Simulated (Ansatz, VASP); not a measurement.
## HfC: VASP beside Ansatz

POSCAR

```
HfC
1.0
    0.0000000000      2.3250000000      2.3250000000
    2.3250000000      0.0000000000      2.3250000000
    2.3250000000      2.3250000000      0.0000000000
Hf C
1 1
Direct
    0.5000000000      0.5000000000      0.5000000000
    0.0000000000      0.0000000000      0.0000000000
```

Contents of INCAR.step1:

```
SYSTEM = HfC
PREC = Accurate ; ENCUT = 520
EDIFF = 1E-5 ; ISMEAR = -1
SIGMA = 0.05 ; LREAL = .FALSE.
LASPH = .TRUE. ; NELM = 100
ALGO = Normal ; ISIF = 2
LWAVE = .TRUE. ; LCHARG = .FALSE.
GGA = PE ; NBANDS = 14
```

The input INCAR.step2:

```
SYSTEM = HfC
PREC = Accurate ; ENCUT = 520
EDIFF = 1E-6 ; ISMEAR = -1
SIGMA = 0.05 ; LREAL = .FALSE.
LASPH = .TRUE. ; NELM = 100
ALGO = Normal ; ISIF = 2
LWAVE = .FALSE. ; LCHARG = .FALSE.
GGA = PE ; LHFCALC = .TRUE.
AEXX = 0.15 ; PRECFOCK = Normal
ISTART = 1 ; NBANDS = 14
```

Contents of KPOINTS:

```
regular mesh
0
G
  6 6 6
  0 0 0
```

File input.yaml:

```yaml
crystal:
  lattice:
    - [0.0, 2.325, 2.325]
    - [2.325, 0.0, 2.325]
    - [2.325, 2.325, 0.0]
  atoms:
    - { symbol: Hf, position: [0.5, 0.5, 0.5] }
    - { symbol: C, position: [0.0, 0.0, 0.0] }
hamiltonian:
  xc: { exchange: pbe, correlation: pbe, exx: { coeff: 0.15 } }
  pseudopotentials: { kind: paw }
kpoints:
  mp_grid: { grid: [6, 6, 6] }
scf:
  occupations: { method: fermi_dirac, width: 0.05 }
output:
  forces: true
  stress: true
  eigenvalues: true
```

Alike in both runs: task single point; functional PBE-based global hybrid; k mesh 6 × 6 × 6; occupations fermi-dirac, width 0.05 eV; no spin polarisation.

|  | VASP | Ansatz |
| --- | --- | --- |
| version | VASP 6.6.1 | Ansatz 0.2.0 |
| potentials or method | VASP PAW PBE potentials, release 64 (Hf_pv, C) | Ansatz PAW |
| plane-wave cutoff (eV) | 520 | 420 |
| valence electrons in the cell | 14 | 30 |

```csv
,VASP,Ansatz,Ansatz less VASP
gap on the k mesh at the Fermi level (eV),none,none,-
pressure (GPa),-3.0,-0.9,+2.10
```

VASP's potentials were made for PBE, not for PBE-based global hybrid. A gap of «none» marks a metal or a gap that the smearing closes. With one functional, cell and mesh, what is left measures potentials, basis and numerics. VASP's potentials hold 14 valence electrons a cell and Ansatz's 30, so a difference there can come from the potentials and not from the codes.

The k mesh is coarse, so the values compare programs but aren't converged. Spin-orbit coupling is off throughout.
